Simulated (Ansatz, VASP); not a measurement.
## CaTi: VASP beside Ansatz

File POSCAR:

```
CaTi
1.0
    3.5274450261      0.0000000000      0.0000000000
    0.0000000000      3.5274450261      0.0000000000
    0.0000000000      0.0000000000      3.5274450261
Ca Ti
1 1
Direct
    0.0000000000      0.0000000000      0.0000000000
    0.5000000000      0.5000000000      0.5000000000
```

File INCAR.step1:

```
ALGO = Normal
EDIFF = 1E-4
ENCUT = 600
GGA = PE
ISMEAR = 0
LASPH = True
LCHARG = False
LREAL = False
LWAVE = True
NELM = 80
PREC = Accurate
SIGMA = 0.1
```

The input INCAR.step2:

```
ALGO = Normal
EDIFF = 1E-6
EDIFFG = -0.04
ENCUT = 600
IBRION = 2
ISIF = 3
ISMEAR = 0
ISTART = 1
LASPH = True
LCHARG = False
LMIXTAU = True
LREAL = False
LWAVE = False
METAGGA = R2SCAN
NELM = 80
NSW = 90
PREC = Accurate
SIGMA = 0.1
```

File KPOINTS:

```
k-points
0
Gamma
  6 6 6
```

Input for Ansatz:

```yaml
crystal:
  lattice:
    - [3.5274450261, 0.0, 0.0]
    - [0.0, 3.5274450261, 0.0]
    - [0.0, 0.0, 3.5274450261]
  atoms:
    - { symbol: Ca, position: [0.0, 0.0, 0.0] }
    - { symbol: Ti, position: [0.5, 0.5, 0.5] }
basis:
  ecutwfc: 500
kpoints:
  mp_grid: { grid: [6, 6, 6] }
hamiltonian:
  xc: r2scan
scf:
  occupations: { method: gaussian, width: 0.1 }
  lower_state_search: "off"
output:
  forces: true
  stress: true
  eigenvalues: true
relax:
  adjacent_minimum: "off"
  f_tol: 0.04
  max_steps: 70
  cell: { stress_tol: 0.4 }
```

Alike in both runs: task relaxation of cell and atoms; functional r2SCAN; k mesh 6 × 6 × 6; occupations gaussian, width 0.1 eV; no spin polarisation.

|  | VASP | Ansatz |
| --- | --- | --- |
| version | VASP 6.6.1 | Ansatz 0.2.0 |
| potentials or method | VASP PAW PBE potentials, release 64 (Ca_sv, Ti_sv), cutoff 600 eV | scalar-relativistic, plane waves, PAW |
| valence electrons in the cell | 22 | 22 |

```csv
,VASP,Ansatz,Ansatz less VASP
"gap on the k mesh at the Fermi level, each at its own relaxed structure (eV)",none,none,-
relaxed volume (Å³/atom),26.52,26.24,-0.278
relaxed cell length with the largest relative difference (Å),3.757,3.744,-0.0132
```

VASP's potentials were made for PBE, not for r2SCAN. A gap of «none» marks a metal or a gap that the smearing closes.

Noted on VASP's run: the volume moved by over 15 % at a fixed basis, so the end points are rough.
